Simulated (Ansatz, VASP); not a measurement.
## CuO in VASP and in Ansatz

INCAR

```
ALGO = Normal ; EDIFF = 1E-6
EDIFFG = -0.005 ; ENCUT = 600
GGA = PE ; IBRION = 2
ISIF = 3 ; ISMEAR = -1
LASPH = T ; LCHARG = F
LREAL = F ; LWAVE = F
NELM = 60 ; NSW = 100
PREC = Accurate ; SIGMA = 0.05
```

File KPOINTS:

```
k-points
0
Gamma
  16 16 16
```

Contents of POSCAR:

```
CuO
1.0
    0.0000000000      2.2322827293      2.2322827293
    2.2322827293      0.0000000000      2.2322827293
    2.2322827293      2.2322827293      0.0000000000
Cu O
1 1
Direct
    0.0000000000      0.0000000000      0.0000000000
    0.2500000000      0.2500000000      0.2500000000
```

Input for Ansatz:

```yaml
crystal:
  lattice:
    - [0.0, 2.2322827293, 2.2322827293]
    - [2.2322827293, 0.0, 2.2322827293]
    - [2.2322827293, 2.2322827293, 0.0]
  atoms:
    - { symbol: Cu, position: [0.0, 0.0, 0.0] }
    - { symbol: O, position: [0.25, 0.25, 0.25] }
kpoints:
  mp_grid: { grid: [16, 16, 16] }
scf:
  occupations: { method: fermi_dirac, width: 0.05 }
hamiltonian:
  xc: pbe
  pseudopotentials: { kind: paw }
output:
  forces: true
  stress: true
relax:
  f_tol: 0.005
  max_steps: 80
  cell: {}
```

Alike in both runs: task relaxation of cell and atoms; functional PBE; k mesh 16 × 16 × 16; occupations fermi-dirac, width 0.05 eV; no spin polarisation.

```csv
,VASP,Ansatz
version,VASP 6.6.1,Ansatz 0.2.0
potentials or method,"VASP PAW PBE potentials, release 64 (Cu, O)","PAW with Ansatz's default frozen-core files, scalar-relativistic"
plane-wave cutoff (eV),600,420
valence electrons in the cell,17,25
```

```tsv
	VASP	Ansatz	Ansatz less VASP
relaxed volume (Å³/atom)	11.62	11.57	-0.054
relaxed length of the cell vector where the two differ most in proportion (Å)	3.204	3.199	-0.0050
```

VASP's potentials hold 17 valence electrons a cell and Ansatz's 25, so a difference there can come from the potentials and not from the codes.
